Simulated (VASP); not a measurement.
Runs of VASP 6.6.1 on BN. The structure is that of space group P-6m2 (No. 187), or close to it. The cells are those of the table. 

| task | cell | cutoff (eV) | gap on the mesh (eV) | pressure (GPa) |
| --- | --- | --- | --- | --- |
| relaxation of shape and atoms at fixed volume | relaxed from a = 2.481, b = 2.481, c = 6.531 Å, angles 90.0, 90.0, 120.0°, 4 atoms | 600 | 4.33 | 0.7 |
| single point | a = 2.506, b = 2.506, c = 6.597 Å, angles 90.0, 90.0, 120.0°, 4 atoms | 520 | 4.35 | 0.1 |
| relaxation of shape and atoms at fixed volume | relaxed from a = 2.541, b = 2.541, c = 7.062 Å, angles 90.0, 90.0, 120.0°, 4 atoms | 600 | 4.44 | -1.7 |
| relaxation of cell and atoms | relaxed from a = 2.510, b = 2.510, c = 6.690 Å, angles 90.0, 90.0, 120.0°, 4 atoms | 600 | (b) | 0.0 |
| relaxation of shape and atoms at fixed volume | relaxed from a = 2.532, b = 2.532, c = 6.850 Å, angles 90.0, 90.0, 120.0°, 4 atoms | 600 | (a) | -1.4 |
| relaxation of shape and atoms at fixed volume | relaxed from a = 2.531, b = 2.531, c = 6.663 Å, angles 90.0, 90.0, 120.0°, 4 atoms | 600 | 4.37 | -0.9 |

Alike in all rows: level PBE+D3(BJ); potentials or basis VASP PAW PBE potentials, release 64 (B, N); no spin polarisation; k mesh 12 × 12 × 4; smearing gaussian 0.02 eV.

Task: Fill in the values left out.

Result: (a) 4.40; (b) 4.34.

A k mesh can miss the band edges.
